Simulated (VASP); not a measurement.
Wanted: the native input for a VASP 6.6.1 run.

- Task: single point
- Functional: PBE
- Potentials or basis: VASP PAW PBE potentials, release 64 (Hf_pv, N)
- Cutoff: 520 eV
- k mesh: 4 × 4 × 4
- Occupations: gaussian, width 0.2 eV
- Spin: no spin polarisation
- Dipole correction: no
- Further INCAR settings: ALGO = Normal; EDIFF = 1e-06; NBANDS = 30

The structure of Hf4N lies in POSCAR:

```
Hf4N
1.0
    4.5111574144      0.0000000000      0.0000000000
    0.0000000000      4.5111574144      0.0000000000
    0.0000000000      0.0000000000      4.5111574144
Hf N
4 1
Direct
    0.0000000000      0.0000000000      0.0000000000
    0.5000000000      0.5000000000      0.0000000000
    0.5000000000      0.0000000000      0.5000000000
    0.0000000000      0.5000000000      0.5000000000
    0.5000000000      0.5000000000      0.5000000000
```

The cell was built from a structure type or drawn by symmetry, and may not be a known phase.

The input as run:

INCAR

```
  ALGO = Normal
  EDIFF = 1E-6
  ENCUT = 520
  GGA = PE
  ISIF = 2
  ISMEAR = 0
  LASPH = True
  LCHARG = False
  LREAL = False
  LWAVE = False
  NBANDS = 30
  NELM = 80
  PREC = Accurate
  SIGMA = 0.2
```

KPOINTS

```
k-points
0
Gamma
  4 4 4
```

Potentials or basis: VASP PAW PBE potentials, release 64 (Hf_pv, N).

Launch:

```console
$ cat potpaw_PBE.64/Hf_pv/POTCAR potpaw_PBE.64/N/POTCAR > POTCAR
$ mpirun -np 1 vasp_std > vasp.out
```

Results of the run:

| Quantity | Value |
| --- | --- |
| Pressure | -0.8 GPa |
| Band gap on the k mesh | zero (an odd number of electrons rules out a gap without spin polarisation) |

Caveat: spin-orbit coupling is left out, which moves the levels of the heavy elements.

Run time: 16 s on 1 thread of Intel(R) Xeon(R) 6975P-C (Granite Rapids) (shared host), peak memory 0.2 GiB.
